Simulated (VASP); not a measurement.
# Eu (Im-3m) in VASP: a series of runs

Eu is run at these levels: r2SCAN, PBEsol, LDA; tasks: single point.

Everything below comes from runs of VASP 6.6.1. Logs are shortened: lines on timing, memory, paths and dates and some standing lists are left out, and cuts for length are marked.

## Step 1: The cell of the first run

It takes space group Im-3m (No. 229, cubic). Conventional cell: a = 4.606 Å, b = 4.606 Å, c = 4.606 Å, α = 90.00°, β = 90.00°, γ = 90.00°. Within 5.2 Å of Eu (site symmetry m-3m) lie 14 Eu at 3.99 to 4.61 Å.

## Step 2: Single point, r2SCAN, non-collinear spin, typed start, spin-orbit coupling

Contents of POSCAR:

```
Eu
1.0
   -2.3030000000      2.3030000000      2.3030000000
    2.3030000000     -2.3030000000      2.3030000000
    2.3030000000      2.3030000000     -2.3030000000
Eu
1
Direct
    0.0000000000      0.0000000000      0.0000000000
```

Contents of INCAR.step1:

```
PREC = Accurate
ENCUT = 520
ISMEAR = -1
SIGMA = 0.05
LREAL = False
LASPH = True
NELM = 150
MAGMOM = 0 0 7
LSORBIT = True
GGA_COMPAT = False
LMAXMIX = 6
NBANDS = 28
GGA = PE
ALGO = Normal
EDIFF = 1E-4
LWAVE = True
LCHARG = False
```

Contents of INCAR.step2:

```
PREC = Accurate
ENCUT = 520
EDIFF = 1E-6
ISMEAR = -1
SIGMA = 0.05
LREAL = False
LASPH = True
NELM = 150
ALGO = Normal
ISIF = 2
LWAVE = False
LCHARG = True
MAGMOM = 0 0 7
LORBIT = 11
LSORBIT = True
GGA_COMPAT = False
LORBMOM = True
LMAXMIX = 6
METAGGA = R2SCAN
LMIXTAU = True
LVHAR = True
NBANDS = 28
ISTART = 1
```

Contents of KPOINTS:

```
regular mesh
0
Gamma
  8 8 8
```

Potentials or basis: VASP PAW PBE potentials, release 64 (Eu).

Started as:

```console
$ cat potpaw_PBE.64/Eu/POTCAR > POTCAR
$ cp INCAR.step1 INCAR
$ mpirun -np 1 vasp_ncl > vasp.out
$ cp INCAR.step2 INCAR
$ mpirun -np 1 vasp_ncl > vasp.out
```

OUTCAR:

```text
PREC = Accurate
   ENCUT = 520
   EDIFF = 1E-6
   ISMEAR = -1
   LREAL = False
   LASPH = True
   NELM = 150
   ISIF = 2
   LORBIT = 11
   LSORBIT = True
   METAGGA = R2SCAN
   ISTART = 1

 ion  position               nearest neighbor table
   1  0.000  0.000  0.000-

  LATTYP: Found a body centered cubic cell.
 ALAT       =     4.6060000000

  Lattice vectors:

 A1 = (  -2.3030000000,   2.3030000000,   2.3030000000)
 A2 = (   2.3030000000,  -2.3030000000,   2.3030000000)
 A3 = (   2.3030000000,   2.3030000000,  -2.3030000000)

Analysis of symmetry for initial positions (statically):
=====================================================================
 Subroutine PRICEL returns:
 Original cell was already a primitive cell.

 Routine SETGRP: Setting up the symmetry group for a
 body centered cubic supercell.

 Subroutine GETGRP returns: Found 48 space group operations
 (whereof 48 operations were pure point group operations)
 out of a pool of 48 trial point group operations.

The static configuration has the point symmetry O_h .

Analysis of symmetry for dynamics (positions and initial velocities):
=====================================================================
 Subroutine PRICEL returns:
 Original cell was already a primitive cell.

 Routine SETGRP: Setting up the symmetry group for a
 body centered cubic supercell.

 Subroutine GETGRP returns: Found 48 space group operations
 (whereof 48 operations were pure point group operations)
 out of a pool of 48 trial point group operations.

The dynamic configuration has the point symmetry O_h .

Analysis of structural, dynamic, and magnetic symmetry:
=====================================================================
 Subroutine PRICEL returns:
 Original cell was already a primitive cell.

 Routine SETGRP: Setting up the symmetry group for a
 body centered cubic supercell.

 Subroutine GETGRP returns: Found  8 space group operations
 (whereof  8 operations were pure point group operations)
 out of a pool of 48 trial point group operations.

The overall configuration has the point symmetry C_4h.

 Subroutine INISYM returns: Found  8 space group operations
 (whereof  8 operations are pure point group operations),
 and found     1 'primitive' translations

----------------------------------------------------------------------------------------

                                     Primitive cell

  volume of cell :      48.8587

  direct lattice vectors                    reciprocal lattice vectors
    -2.303000000  2.303000000  2.303000000     0.000000000  0.217108120  0.217108120
     2.303000000 -2.303000000  2.303000000     0.217108120  0.000000000  0.217108120
     2.303000000  2.303000000 -2.303000000     0.217108120  0.217108120  0.000000000

  length of vectors
     3.988913010  3.988913010  3.988913010     0.307037248  0.307037248  0.307037248

  position of ions in fractional coordinates (direct lattice)
     0.000000000  0.000000000  0.000000000

  ion indices of the primitive-cell ions
   primitive index   ion index
                 1           1

----------------------------------------------------------------------------------------

 KPOINTS: regular mesh

Automatic generation of k-mesh.
 Grid dimensions read from file:
 generate k-points for:    8    8    8

 Generating k-lattice:

  Cartesian coordinates                     Fractional coordinates (reciprocal lattice)
     0.000000000  0.027138515  0.027138515     0.125000000  0.000000000  0.000000000
     0.027138515  0.000000000  0.027138515     0.000000000  0.125000000  0.000000000
     0.027138515  0.027138515  0.000000000     0.000000000  0.000000000  0.125000000

  Length of vectors
     0.038379656  0.038379656  0.038379656
[... 49 lines left out ...]
   LNONCOLLINEAR =      T non collinear calculations
   LSORBIT =      T    spin-orbit coupling
   LASPH  =      T    aspherical Exc in radial PAW
   ENCUT  =  520.0 eV  38.22 Ry    6.18 a.u.   7.42  7.42  7.42*2*pi/ulx,y,z
   NELM   =    150;   NELMIN=  2; NELMDL=  0     # of ELM steps
   EDIFF  = 0.1E-05   stopping-criterion for ELM
   LREAL  =      F    real-space projection
   EDIFFG = 0.1E-04   stopping-criterion for IOM
   NSW    =      0    number of steps for IOM
   IBRION =     -1    ionic relax: 0-MD 1-quasi-New 2-CG
   NFREE  =      0    steps in history (QN), initial steepest desc. (CG)
   ISIF   =      2    stress and relaxation
   ISYM   =      2    0-nonsym 1-usesym 2-fastsym
   POTIM  = 0.5000    time-step for ionic-motion
   TEBEG  =    0.0;   TEEND  =   0.0 temperature during run
   PSTRESS=    0.0 pullay stress
   NELECT =      17.0000    total number of electrons
   NUPDOWN=      -1.0000    fix difference up-down
   EMIN   =  10.00;   EMAX   =-10.00  energy-range for DOS
   EFERMI =   0.00;   METHOD = LEGACY
   ISMEAR =    -1;   SIGMA  =   0.05  broadening in eV -4-tet -1-fermi 0-gaus
   EFERMI_NEDOS =   21; number of points for ismear=-14 and -15
   IALGO  =     38    algorithm
   IMIX   =      4    mixing-type and parameters
     AMIX     =   0.40;   BMIX     =  1.00
     AMIX_MAG =   1.60;   BMIX_MAG =  1.00
  volume/ion in A,a.u.               =      48.86       329.71
  Fermi-wavevector in a.u.,A,eV,Ry     =   1.151447  2.175919 18.039008  1.325830
  Thomas-Fermi vector in A             =   2.288104
   LORBIT       =     11    0 simple, 1 ext, 2 COOP (PROOUT), +10 PAW based schemes
   METAGGA = R2SCAN    functional components
   LHFCALC =     F    Hartree Fock is set to
   AEXX    =    0.0000 exact exchange contribution
   IVDW    =     0    specifies the selected vdW correction
   LEPSILON=     F    determine dielectric tensor
   LRPA    =     F    only Hartree local field effects (RPA)
  energy-cutoff  :      520.00
  volume of cell :       48.86
 maximum number of plane-waves:      2674
 NGX is ok and might be reduce to    30
   NGX = 15   NGY = 15   NGZ = 15

 number of electron      17.0000007 magnetization      -0.0000000      0.0000000      7.7047041

 Free energy of the ion-electron system (eV)
  ---------------------------------------------------
  ext. energy  EPLUGINS =         0.00000000
  ---------------------------------------------------
  free energy    TOTEN  =       -40.15908232 eV

  energy without entropy =      -40.14373262  energy(sigma->0) =      -40.15140747

 E-fermi :   1.5577     XC(G=0):  -8.6795

 val. band max:        1.5549417774   @ k =  -0.2500   0.2500   0.3750
 cond. band min:       1.5965130604   @ k =  -0.2500   0.2500   0.3750
 fundamental gap:      0.0415712830
 Fermi energy:         1.5576524962

 k-point     1 :       0.0000    0.0000    0.0000
  band No.  band energies     occupation
      1     -41.7023      1.00000
      2     -37.9508      1.00000
      3     -21.6851      1.00000
      4     -20.8816      1.00000
      5     -18.5641      1.00000
      6     -17.1664      1.00000
[... 733 lines left out ...]
     27       7.1017      0.00000
     28       7.2039      0.00000

 [... further k-points ...]

------------------------ aborting loop because EDIFF is reached ----------------------------------------

  FORCE on cell =-STRESS in cart. coord.  units (eV):
  Direction    XX          YY          ZZ          XY          YZ          ZX
  --------------------------------------------------------------------------------------
  -------------------------------------------------------------------------------------
  Total       -0.5187641     -0.5187641     -0.5101979      0.0000002     -0.0000000     -0.0000000
  in kB      -17.0113453    -17.0113453    -16.7304431      0.0000078     -0.0000000     -0.0000000
  external PRESSURE =     -16.9177112 kB  Pullay stress =       0.0000000 kB

 VOLUME and BASIS-vectors are now :
 -----------------------------------------------------------------------------
  energy-cutoff  :      520.00
  volume of cell :       48.86
      direct lattice vectors                 reciprocal lattice vectors
    -2.303000000  2.303000000  2.303000000     0.000000000  0.217108120  0.217108120
     2.303000000 -2.303000000  2.303000000     0.217108120  0.000000000  0.217108120
     2.303000000  2.303000000 -2.303000000     0.217108120  0.217108120  0.000000000

 POSITION                                       TOTAL-FORCE (eV/Angst)
 -----------------------------------------------------------------------------------
      0.00000      0.00000      0.00000        -0.000000     -0.000000      0.000000
 -----------------------------------------------------------------------------------
    total drift:                                0.000000      0.000000      0.000000

  FREE ENERGIE OF THE ION-ELECTRON SYSTEM (eV)
  ---------------------------------------------------
  free  energy   TOTEN  =       -40.1590823231 eV

  energy  without entropy=      -40.1437326181  energy(sigma->0) =      -40.15140747

 orbital moment (x)

 # of ion     p       d       f       tot
 ------------------------------------------------
  1        -0.000   0.000   0.000  -0.000
 ------------------------------------------------
           -0.000   0.000   0.000  -0.000

 orbital moment (y)

 # of ion     p       d       f       tot
 ------------------------------------------------
  1        -0.000  -0.000   0.000  -0.000
 ------------------------------------------------
           -0.000  -0.000   0.000  -0.000

 orbital moment (z)

 # of ion     p       d       f       tot
 ------------------------------------------------
  1        -0.020  -0.010  -0.143  -0.173
 ------------------------------------------------
           -0.020  -0.010  -0.143  -0.173

 Spin-Orbit-Coupling matrix elements

 Ion:    1  E_soc:     -1.0378061
 l=   1
     0.0000000    -0.1455322    -0.1454509
    -0.1455322     0.0000000    -0.1455322
    -0.1454509    -0.1455322     0.0000000
 l=   2
     0.0000000     0.0000314     0.0000000     0.0000314    -0.0006019
     0.0000314     0.0000000    -0.0002233    -0.0000351    -0.0000734
     0.0000000    -0.0002233     0.0000000    -0.0002233     0.0000000
     0.0000314    -0.0000351    -0.0002233     0.0000000    -0.0000734
    -0.0006019    -0.0000734     0.0000000    -0.0000734     0.0000000
 l=   3
     0.0000000    -0.0038405     0.0000000     0.0000000     0.0000000    -0.0038195    -0.0065169
    -0.0038405     0.0000000    -0.0063787     0.0000000    -0.0063787    -0.0026109    -0.0038405
     0.0000000    -0.0063787     0.0000000    -0.0152991    -0.0007218    -0.0063476     0.0000000
     0.0000000     0.0000000    -0.0152991     0.0000000    -0.0152991     0.0000000     0.0000000
     0.0000000    -0.0063787    -0.0007218    -0.0152991     0.0000000    -0.0063476     0.0000000
    -0.0038195    -0.0026109    -0.0063476     0.0000000    -0.0063476     0.0000000    -0.0038195
    -0.0065169    -0.0038405     0.0000000     0.0000000     0.0000000    -0.0038195     0.0000000

 total charge

# of ion       s       p       d       f       tot
--------------------------------------------------
    1        2.076   5.801   0.229   6.698  14.804

 magnetization (x)

# of ion       s       p       d       f       tot
--------------------------------------------------
    1        0.000   0.000   0.000   0.000   0.000

 magnetization (y)

# of ion       s       p       d       f       tot
--------------------------------------------------
    1       -0.000   0.000   0.000  -0.000  -0.000

 magnetization (z)

# of ion       s       p       d       f       tot
--------------------------------------------------
    1       -0.012  -0.148   0.162   6.677   6.679
```

It took 22 min on 1 thread of Intel Xeon Platinum 8488C (Sapphire Rapids), shared host; peak memory 0.45 GiB.

What came out:

- Free energy: -40.1591 eV
- Pressure: -1.7 GPa
- Net moment: 7.70 μB per cell
- Valence electrons inside the program's atomic spheres: Eu 14.80

Moments on the atoms (μB; x, y, z):
```
Eu  0.00 0.00 6.68
```

Caveat: the PAW data sets were made with another functional, which shifts forces and pressure a little; semilocal functionals describe open f shells poorly, which spoils levels, moments and volumes.

(Part 1 of 2 ends here.)
